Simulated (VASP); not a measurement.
# Re (P6_3/mmc) in VASP: a series of runs

The runs below take Re through single point, with PBE.

Program: VASP 6.6.1. These are calculated values, not measurements. Logs are shortened: lines on timing, memory, paths and dates and some standing lists are left out, and cuts for length are marked.

### Step 1. The cell of the first run

Symmetry: P6_3/mmc, No. 194, hexagonal system. Conventional cell: a = 2.525 Å, b = 2.525 Å, c = 4.162 Å, α = 90.00°, β = 90.00°, γ = 120.00°. Re (site symmetry -6m2) has 12 Re at 2.52 to 2.54 Å within 3.3 Å.

### Step 2. Single point, PBE (equal xx and yy strain of -3 %)

Input file INCAR:

```
PREC = Accurate ; ENCUT = 520
EDIFF = 1E-6 ; ISMEAR = -1
SIGMA = 0.05 ; LREAL = F
LASPH = T ; NELM = 60
ALGO = Normal ; ISIF = 2
LWAVE = F ; LCHARG = F
GGA = PE ; NBANDS = 14
```

Input file KPOINTS:

```
Automatic mesh
0
Gamma
  14 14 8
```

Input file POSCAR:

```
Re
1.0
    2.5248140402      0.0000000000      0.0000000000
   -1.2624070201      2.1865530986      0.0000000000
    0.0000000000      0.0000000000      4.1620000000
Re
2
Direct
    0.3333333333      0.6666666667      0.2500000000
    0.6666666667      0.3333333333      0.7500000000
```

Potentials or basis: VASP PAW PBE potentials, release 64 (Re).

Run with:

```bash
$ cat potpaw_PBE.64/Re/POTCAR > POTCAR
$ mpirun -np 1 vasp_std > vasp.out
```

OUTCAR:

```text
PREC = Accurate
   ENCUT = 520
   EDIFF = 1E-6
   ISMEAR = -1
   LREAL = F
   LASPH = T
   NELM = 60
   ISIF = 2
   GGA = PE

 ion  position               nearest neighbor table
   1  0.333  0.667  0.250-   2 2.54   2 2.54   2 2.54   2 2.54   2 2.54   2 2.54
   2  0.667  0.333  0.750-   1 2.54   1 2.54   1 2.54   1 2.54   1 2.54   1 2.54

  LATTYP: Found a hexagonal cell.
 ALAT       =     2.5248140402
 C/A-ratio  =     1.6484382349

  Lattice vectors:

 A1 = (   2.5248140402,   0.0000000000,   0.0000000000)
 A2 = (  -1.2624070201,   2.1865530986,   0.0000000000)
 A3 = (   0.0000000000,   0.0000000000,   4.1620000000)

Analysis of symmetry for initial positions (statically):
=====================================================================
 Subroutine PRICEL returns:
 Original cell was already a primitive cell.

 Routine SETGRP: Setting up the symmetry group for a
 hexagonal supercell.

 Subroutine GETGRP returns: Found 24 space group operations
 (whereof 12 operations were pure point group operations)
 out of a pool of 24 trial point group operations.

The static configuration has the point symmetry D_3d.
 The point group associated with its full space group is D_6h.

Analysis of symmetry for dynamics (positions and initial velocities):
=====================================================================
 Subroutine PRICEL returns:
 Original cell was already a primitive cell.

 Routine SETGRP: Setting up the symmetry group for a
 hexagonal supercell.

 Subroutine GETGRP returns: Found 24 space group operations
 (whereof 12 operations were pure point group operations)
 out of a pool of 24 trial point group operations.

The dynamic configuration has the point symmetry D_3d.
 The point group associated with its full space group is D_6h.

 Subroutine INISYM returns: Found 24 space group operations
 (whereof 12 operations are pure point group operations),
 and found     1 'primitive' translations

----------------------------------------------------------------------------------------

                                     Primitive cell

  volume of cell :      22.9769

  direct lattice vectors                    reciprocal lattice vectors
     2.524814040  0.000000000  0.000000000     0.396068773  0.228670413  0.000000000
    -1.262407020  2.186553099  0.000000000     0.000000000  0.457340826  0.000000000
     0.000000000  0.000000000  4.162000000     0.000000000  0.000000000  0.240269101

  length of vectors
     2.524814040  2.524814040  4.162000000     0.457340826  0.457340826  0.240269101

  position of ions in fractional coordinates (direct lattice)
     0.333333333  0.666666667  0.250000000
     0.666666667  0.333333333  0.750000000

  ion indices of the primitive-cell ions
   primitive index   ion index
                 1           1
                 2           2

----------------------------------------------------------------------------------------

 KPOINTS: Automatic mesh

Automatic generation of k-mesh.
 Grid dimensions read from file:
 generate k-points for:   14   14    8

 Generating k-lattice:

  Cartesian coordinates                     Fractional coordinates (reciprocal lattice)
     0.028290627  0.016333601  0.000000000     0.071428571  0.000000000  0.000000000
     0.000000000  0.032667202  0.000000000     0.000000000  0.071428571  0.000000000
     0.000000000  0.000000000  0.030033638     0.000000000  0.000000000  0.125000000

  Length of vectors
     0.032667202  0.032667202  0.030033638

  Shift w.r.t. Gamma in fractional coordinates (k-lattice)
     0.000000000  0.000000000  0.000000000

 Subroutine IBZKPT returns following result:
 ===========================================

 Found    120 irreducible k-points:

 Following reciprocal coordinates:
            Coordinates               Weight
  0.000000  0.000000  0.000000      1.000000
  0.071429  0.000000  0.000000      6.000000
  0.142857 -0.000000  0.000000      6.000000
  0.214286  0.000000  0.000000      6.000000
  0.285714  0.000000  0.000000      6.000000
  0.357143  0.000000  0.000000      6.000000
[... 16 lines left out ...]
  0.285714  0.285714  0.000000      6.000000
  0.357143  0.285714  0.000000      6.000000
 [... further k-points ...]
   k-points           NKPTS =    120   k-points in BZ     NKDIM =    120   number of bands    NBANDS=     14
   number of dos      NEDOS =    301   number of ions     NIONS =      2
   total plane-waves  NPLWV =  12800
   dimension x,y,z NGX =    20 NGY =   20 NGZ =   32
   dimension x,y,z NGXF=    40 NGYF=   40 NGZF=   64
   ions per type =               2
   NGX,Y,Z   is equivalent  to a cutoff of  13.17, 13.17, 12.78 a.u.
   NGXF,Y,Z  is equivalent  to a cutoff of  26.34, 26.34, 25.56 a.u.
 SYSTEM =  unknown system
   PREC   = accura    normal or accurate (medium, high low for compatibility)
   ISTART =      0    job   : 0-new  1-cont  2-samecut
   ICHARG =      2    charge: 1-file 2-atom 10-const
   ISPIN  =      1    spin polarized calculation?
   LNONCOLLINEAR =      F non collinear calculations
   LSORBIT =      F    spin-orbit coupling
   LASPH  =      T    aspherical Exc in radial PAW
   ENCUT  =  520.0 eV  38.22 Ry    6.18 a.u.   4.69  4.69  7.74*2*pi/ulx,y,z
   NELM   =     60;   NELMIN=  2; NELMDL= -5     # of ELM steps
   EDIFF  = 0.1E-05   stopping-criterion for ELM
   LREAL  =      F    real-space projection
   EDIFFG = 0.1E-04   stopping-criterion for IOM
   NSW    =      0    number of steps for IOM
   IBRION =     -1    ionic relax: 0-MD 1-quasi-New 2-CG
   NFREE  =      0    steps in history (QN), initial steepest desc. (CG)
   ISIF   =      2    stress and relaxation
   ISYM   =      2    0-nonsym 1-usesym 2-fastsym
   POTIM  = 0.5000    time-step for ionic-motion
   TEBEG  =    0.0;   TEEND  =   0.0 temperature during run
   PSTRESS=    0.0 pullay stress
   NELECT =      14.0000    total number of electrons
   NUPDOWN=      -1.0000    fix difference up-down
   EMIN   =  10.00;   EMAX   =-10.00  energy-range for DOS
   EFERMI =   0.00;   METHOD = LEGACY
   ISMEAR =    -1;   SIGMA  =   0.05  broadening in eV -4-tet -1-fermi 0-gaus
   EFERMI_NEDOS =   21; number of points for ismear=-14 and -15
   IALGO  =     38    algorithm
   IMIX   =      4    mixing-type and parameters
     AMIX     =   0.40;   BMIX     =  1.00
     AMIX_MAG =   1.60;   BMIX_MAG =  1.00
  volume/ion in A,a.u.               =      11.49        77.53
  Fermi-wavevector in a.u.,A,eV,Ry     =   1.387886  2.622724 26.207903  1.926226
  Thomas-Fermi vector in A             =   2.512064
   LORBIT       =      0    0 simple, 1 ext, 2 COOP (PROOUT), +10 PAW based schemes
   GGA     = PE    functional components
   LHFCALC =     F    Hartree Fock is set to
   AEXX    =    0.0000 exact exchange contribution
   IVDW    =     0    specifies the selected vdW correction
   LEPSILON=     F    determine dielectric tensor
   LRPA    =     F    only Hartree local field effects (RPA)
 non-spin polarized calculation
  energy-cutoff  :      520.00
  volume of cell :       22.98
 maximum number of plane-waves:       640
 NGX is ok and might be reduce to    20
   NGX =  9   NGY =  9   NGZ = 15

 number of electron      14.0000001 magnetization

 Free energy of the ion-electron system (eV)
  ---------------------------------------------------
  ext. energy  EPLUGINS =         0.00000000
  ---------------------------------------------------
  free energy    TOTEN  =       -21.87997021 eV

  energy without entropy =      -21.87226261  energy(sigma->0) =      -21.87611641

 E-fermi :  11.3231     XC(G=0): -15.1322

 val. band max:       11.2921997797   @ k =   0.2143   0.0000   0.0000
 cond. band min:      11.3570474805   @ k =   0.4286   0.1429   0.2500
 fundamental gap:      0.0648477008
 Fermi energy:        11.3231138084

 k-point     1 :       0.0000    0.0000    0.0000
  band No.  band energies     occupation
      1      -0.2509      2.00000
      2       2.6152      2.00000
      3       8.5727      2.00000
      4       8.9181      2.00000
      5       8.9181      2.00000
      6      10.0736      2.00000
      7      10.0736      2.00000
      8      11.6867      0.00139
      9      11.6867      0.00139
     10      12.5401      0.00000
     11      15.9241      0.00000
     12      15.9241      0.00000
     13      24.5981      0.00000
     14      25.7359      0.00000

 k-point     2 :       0.0714    0.0000    0.0000
  band No.  band energies     occupation
      1       0.0387      2.00000
      2       2.8952      2.00000
      3       8.1325      2.00000
      4       9.1924      2.00000
      5       9.2496      2.00000
      6       9.8508      2.00000
      7      10.3387      2.00000
      8      11.0327      1.99401
      9      11.4380      0.18250
     10      11.8491      0.00005
     11      16.1050      0.00000
     12      17.1924      0.00000
     13      24.7171      0.00000
     14      26.4225      0.00000

 k-point     3 :       0.1429   -0.0000    0.0000
  band No.  band energies     occupation
      1       0.8436      2.00000
      2       3.6106      2.00000
      3       7.4339      2.00000
      4       9.1913      2.00000
      5       9.2325      2.00000
      6       9.9999      2.00000
      7      10.0177      2.00000
      8      10.8457      1.99986
      9      11.1158      1.96884
     10      11.2836      1.37570
     11      16.4988      0.00000
     12      19.4003      0.00000
     13      24.7589      0.00000
     14      28.2725      0.00000
[... 324 lines left out ...]
 k-point    23 :       0.2857    0.2857    0.0000
  band No.  band energies     occupation
      1       3.9226      2.00000
      2       5.7508      2.00000
      3       6.2855      2.00000
      4       7.0433      2.00000
      5       7.9186      2.00000
      6       8.9184      2.00000
      7      10.7994      1.99994
      8      14.2341      0.00000
      9      15.9471      0.00000
     10      16.2827      0.00000
     11      20.6610      0.00000
     12      21.2498      0.00000
     13      22.7215      0.00000
     14      28.1434      0.00000

 k-point    24 :       0.3571    0.2857    0.0000
  band No.  band energies     occupation
      1       3.8076      2.00000
      2       6.0930      2.00000
      3       6.1998      2.00000
      4       7.3356      2.00000
      5       8.1161      2.00000
      6       8.5299      2.00000
      7      11.1014      1.97655
      8      14.9738      0.00000
      9      15.7360      0.00000
     10      15.8425      0.00000
     11      20.3848      0.00000
     12      20.5643      0.00000
     13      22.4268      0.00000
     14      30.0267      0.00000

 [... further k-points ...]

------------------------ aborting loop because EDIFF is reached ----------------------------------------

  FORCE on cell =-STRESS in cart. coord.  units (eV):
  Direction    XX          YY          ZZ          XY          YZ          ZX
  --------------------------------------------------------------------------------------
  -------------------------------------------------------------------------------------
  Total       25.9360323     25.9360323     22.8569490      0.0000000      0.0000000      0.0000000
  in kB     1808.5171029   1808.5171028   1593.8129110      0.0000000      0.0000000      0.0000000
  external PRESSURE =    1736.9490389 kB  Pullay stress =       0.0000000 kB

 VOLUME and BASIS-vectors are now :
 -----------------------------------------------------------------------------
  energy-cutoff  :      520.00
  volume of cell :       22.98
      direct lattice vectors                 reciprocal lattice vectors
     2.524814040  0.000000000  0.000000000     0.396068773  0.228670413  0.000000000
    -1.262407020  2.186553099  0.000000000     0.000000000  0.457340826  0.000000000
     0.000000000  0.000000000  4.162000000     0.000000000  0.000000000  0.240269101

 POSITION                                       TOTAL-FORCE (eV/Angst)
 -----------------------------------------------------------------------------------
     -0.00000      1.45770      1.04050         0.000000     -0.000000      0.000000
      1.26241      0.72885      3.12150        -0.000000      0.000000      0.000000
 -----------------------------------------------------------------------------------
    total drift:                                0.000000     -0.000000     -0.000000

  FREE ENERGIE OF THE ION-ELECTRON SYSTEM (eV)
  ---------------------------------------------------
  free  energy   TOTEN  =       -21.8799702141 eV

  energy  without entropy=      -21.8722626149  energy(sigma->0) =      -21.87611641
```

Run time: 38 s. Hardware: 1 thread of Intel Xeon Platinum 8259CL at 2.50GHz (Skylake/Cascade Lake), shared host; peak memory 0.16 GiB.

Results:

```
Free energy            : -21.8800 eV
Pressure               : 173.7 GPa
Band gap on the k mesh : zero (bands 7 and 8 overlap by 4.60 eV)
```

Levels at points of the mesh, in eV from the Fermi level:
| k point | band 5 | band 6 | band 7 | band 8 | band 9 | band 10 |
| --- | --- | --- | --- | --- | --- | --- |
| (0.00, 0.00, 0.00) | -2.41 | -1.25 | -1.25 | 0.36 | 0.36 | 1.22 |
| (0.50, 0.00, 0.00) | -2.03 | -1.52 | -0.94 | 5.91 | 6.10 | 6.64 |
| (0.00, 0.00, 0.50) | -2.50 | -2.50 | -2.50 | -2.50 | 3.54 | 3.54 |
| (0.50, 0.00, 0.50) | 0.48 | 0.48 | 1.71 | 1.71 | 6.32 | 6.32 |

Caveat: the cell differs from its parent crystal (equal xx and yy strain of -3 %); the stress differs along the axes, from 159 to 181 GPa; spin-orbit coupling is left out, which moves the levels of the heavy elements.

### Step 3. Single point, PBE (equal xx and yy strain of -1 %)

Input file INCAR:

```
SYSTEM = Re
PREC = Accurate
ENCUT = 520
EDIFF = 1E-6
ISMEAR = -1
SIGMA = 0.05
LREAL = .FALSE.
LASPH = .TRUE.
NELM = 80
ALGO = Normal
ISIF = 2
LWAVE = .FALSE.
LCHARG = .FALSE.
GGA = PE
NBANDS = 14
```

Input file KPOINTS:

```
Automatic mesh
0
G
  14 14 8
  0 0 0
```

Input file POSCAR:

```
Re
1.0
    2.5768720617      0.0000000000      0.0000000000
   -1.2884360308      2.2316366677      0.0000000000
    0.0000000000      0.0000000000      4.1620000000
Re
2
Direct
    0.3333333333      0.6666666667      0.2500000000
    0.6666666667      0.3333333333      0.7500000000
```

Potentials or basis: VASP PAW PBE potentials, release 64 (Re).

Run with:

```bash
$ cat potpaw_PBE.64/Re/POTCAR > POTCAR
$ mpirun -np 1 vasp_std > vasp.out
```

Run time: 44 s. Hardware: 1 thread of Intel Xeon Platinum 8259CL at 2.50GHz (Skylake/Cascade Lake), shared host; peak memory 0.16 GiB.

It converged, with:

| Property | Result |
| --- | --- |
| Free energy | -22.8158 eV |
| Pressure | 134.2 GPa |
| Band gap on the k mesh | zero (bands 7 and 8 overlap by 4.40 eV) |

Stress tensor (GPa, compression positive):
```
134.21   0.00   0.00
  0.00 134.21   0.00
  0.00   0.00 134.06
```

Levels at points of the mesh, in eV from the Fermi level:
```csv
k point,band 3,band 4,band 5,band 6,band 7,band 8,band 9,band 10,band 11,band 12
"(0.00, 0.00, 0.00)",-2.25,-2.25,-2.22,-1.08,-1.08,0.16,0.16,1.33,4.39,4.39
"(0.50, 0.00, 0.00)",-6.96,-2.72,-1.68,-1.63,-0.69,5.38,5.96,6.14,8.19,9.27
"(0.00, 0.00, 0.50)",-2.99,-2.99,-2.40,-2.40,-2.40,-2.40,3.41,3.41,3.41,3.41
"(0.50, 0.00, 0.50)",-5.51,-5.51,0.42,0.42,1.57,1.57,5.81,5.81,6.40,6.40
```

Caveat: the cell differs from its parent crystal (equal xx and yy strain of -1 %); the cell stands under pressure; spin-orbit coupling is left out, which moves the levels of the heavy elements.

### Step 4. Single point, PBE (equal xx and yy strain of +2 %)

Input file INCAR:

```
  PREC = Accurate
  ENCUT = 520
  EDIFF = 1E-6
  ISMEAR = -1
  SIGMA = 0.05
  LREAL = False
  LASPH = True
  NELM = 80
  ALGO = Normal
  ISIF = 2
  LWAVE = False
  LCHARG = False
  GGA = PE
  NBANDS = 14
```

Input file KPOINTS:

```
regular mesh
0
Gamma
  14 14 8
```

Input file POSCAR:

```
Re
1.0
    2.6549590938      0.0000000000      0.0000000000
   -1.3274795469      2.2992620212      0.0000000000
    0.0000000000      0.0000000000      4.1620000000
Re
2
Direct
    0.3333333333      0.6666666667      0.2500000000
    0.6666666667      0.3333333333      0.7500000000
```

Run with:

```bash
$ cat potpaw_PBE.64/Re/POTCAR > POTCAR
$ mpirun -np 1 vasp_std > vasp.out
```

Run time: 44 s. Hardware: 1 thread of Intel Xeon Platinum 8259CL at 2.50GHz (Skylake/Cascade Lake), shared host; peak memory 0.16 GiB.

Results (log left out):

- Free energy: -23.7828 eV
- Pressure: 86.5 GPa
- Band gap on the k mesh: zero (bands 7 and 8 overlap by 4.13 eV)

Stress tensor (GPa, compression positive):
```
 78.98   0.00   0.00
  0.00  78.98   0.00
  0.00   0.00 101.45
```

Levels at points of the mesh, in eV from the Fermi level:
```csv
k point,band 4,band 5,band 6,band 7,band 8,band 9,band 10,band 11
"(0.00, 0.00, 0.00)",-2.07,-1.53,-0.90,-0.90,-0.12,-0.12,1.49,4.08
"(0.50, 0.00, 0.00)",-2.71,-1.79,-1.25,-0.38,4.65,5.44,5.73,7.48
"(0.00, 0.00, 0.50)",-2.56,-2.30,-2.30,-2.30,-2.30,3.21,3.21,3.21
"(0.50, 0.00, 0.50)",-4.87,0.30,0.30,1.35,1.35,5.12,5.12,5.92
```

Caveat: the cell differs from its parent crystal (equal xx and yy strain of +2 %); the stress differs along the axes, from 79 to 101 GPa; spin-orbit coupling is left out, which moves the levels of the heavy elements.

### Step 5. Summary

```tsv
cell	gap on the mesh (eV)	pressure (GPa)
a = 2.525, b = 2.525, c = 4.162 Å, angles 90.0, 90.0, 120.0°, 2 atoms	none	173.7
a = 2.577, b = 2.577, c = 4.162 Å, angles 90.0, 90.0, 120.0°, 2 atoms	none	134.2
a = 2.655, b = 2.655, c = 4.162 Å, angles 90.0, 90.0, 120.0°, 2 atoms	none	86.5
```

Alike in all rows: task single point; level PBE; potentials or basis VASP PAW PBE potentials, release 64 (Re); no spin polarisation; k mesh 14 × 14 × 8; cutoff (eV) 520; smearing fermi-dirac 0.05 eV.

Caveats: spin-orbit coupling is left out, which moves the levels of the heavy elements; the stress differs along the axes, from 159 to 181 GPa (at least some runs); the cell stands under pressure (at least some runs); the stress differs along the axes, from 79 to 101 GPa (at least some runs).

Total energies depend on the potentials used, so only differences within one code and one set of settings carry meaning.

The gap in the log of VASP goes by the Fermi energy; the results here count the filled bands.